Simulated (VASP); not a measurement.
MnSb, 4 atoms in the cell. Symmetry: P6_3/mmc, No. 194, hexagonal system. Conventional cell: a = 4.150 Å, b = 4.150 Å, c = 5.780 Å, α = 90.00°, β = 90.00°, γ = 120.00°. Sb (site symmetry -6m2) has 6 Mn at 2.80 Å and 6 Sb at 3.75 Å within 3.8 Å. Within 3.7 Å of Mn (site symmetry -3m) lie 6 Sb at 2.80 Å and 2 Mn at 2.89 Å. 

```yaml
Program: VASP 6.6.1
Task: single point
Functional: LDA
Potentials_or_basis: VASP PAW LDA potentials, release 64 (Sb, Mn_pv)
Cutoff: 520 eV
k_mesh: 7 × 7 × 5
Occupations: fermi-dirac, width 0.05 eV
Spin: collinear spin, ferromagnetic start
Starting_moments: "[0.0, 0.0, 4.0, 4.0] μB"
Hubbard_terms: Mn d U = 5.0 eV
Dipole_correction: no
Further_INCAR_settings: ALGO = Normal; EDIFF = 1e-06; NBANDS = 30
```

Potentials or basis: VASP PAW LDA potentials, release 64 (Sb, Mn_pv).

The run is started by

```sh
$ cat potpaw_LDA.64/Sb/POTCAR potpaw_LDA.64/Mn_pv/POTCAR > POTCAR
$ mpirun -np 1 vasp_std > vasp.out
```

Hardware: 1 thread of Intel(R) Xeon(R) 6975P-C (Granite Rapids), on a shared host.

**Question.** How long does it take, and how much memory?

**Answer.** Run time: 47 s on 1 thread of Intel(R) Xeon(R) 6975P-C (Granite Rapids) (shared host), peak memory 0.24 GiB. Counts: scf iterations 15, k points 24.
